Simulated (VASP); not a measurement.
Wanted: the native input for a VASP 6.6.1 run.

```
Task                   : single point
Functional             : PBE
Potentials or basis    : VASP PAW PBE potentials, release 64 (Mg, Ge_d, Se)
Cutoff                 : 520 eV
k mesh                 : 6 × 6 × 6
Occupations            : gaussian, width 0.1 eV
Spin                   : no spin polarisation
Dipole correction      : no
Further INCAR settings : ALGO = Normal; EDIFF = 1e-06; NBANDS = 45
```

The structure of MgGeSe3 lies in POSCAR:

```
MgGeSe3
1.0
    3.4858840112      2.0125760722      5.5471523522
   -3.4858840112      2.0125760722      5.5471523522
    0.0000000000     -4.0251521445      5.5471523522
Mg Ge Se
2 2 6
Direct
    0.7500000000      0.7500000000      0.7500000000
    0.2500000000      0.2500000000      0.2500000000
    0.5000000000      0.5000000000      0.5000000000
    0.0000000000      0.0000000000      0.0000000000
    0.8774289068      0.2500000000      0.6225710932
    0.6225710932      0.8774289068      0.2500000000
    0.2500000000      0.6225710932      0.8774289068
    0.1225710932      0.7500000000      0.3774289068
    0.3774289068      0.1225710932      0.7500000000
    0.7500000000      0.3774289068      0.1225710932
```

These files were run (other wordings do the same):

INCAR

```
SYSTEM = MgGeSe3
PREC = Accurate
ENCUT = 520
EDIFF = 1E-6
ISMEAR = 0
SIGMA = 0.1
LREAL = .False.
LASPH = .True.
NELM = 60
ALGO = Normal
ISIF = 2
LWAVE = .False.
LCHARG = .False.
GGA = PE
NBANDS = 45
```

KPOINTS

```
regular mesh
0
Gamma
  6 6 6
  0 0 0
```

Potentials or basis: VASP PAW PBE potentials, release 64 (Mg, Ge_d, Se).

The run is started by

```console
$ cat potpaw_PBE.64/Mg/POTCAR potpaw_PBE.64/Ge_d/POTCAR potpaw_PBE.64/Se/POTCAR > POTCAR
$ mpirun -np 1 vasp_std > vasp.out
```

It gave:

The pressure is 0.0 GPa. The largest force is 0.009 eV/Å and the band gap on the k mesh is zero (band 34 reaches 3.40 eV, above the bottom of band 35 at 3.32 eV).

It took 7.2 min on 1 thread of Oxide Virtual Turin-like Processor, on a shared host, peak memory 0.56 GiB.
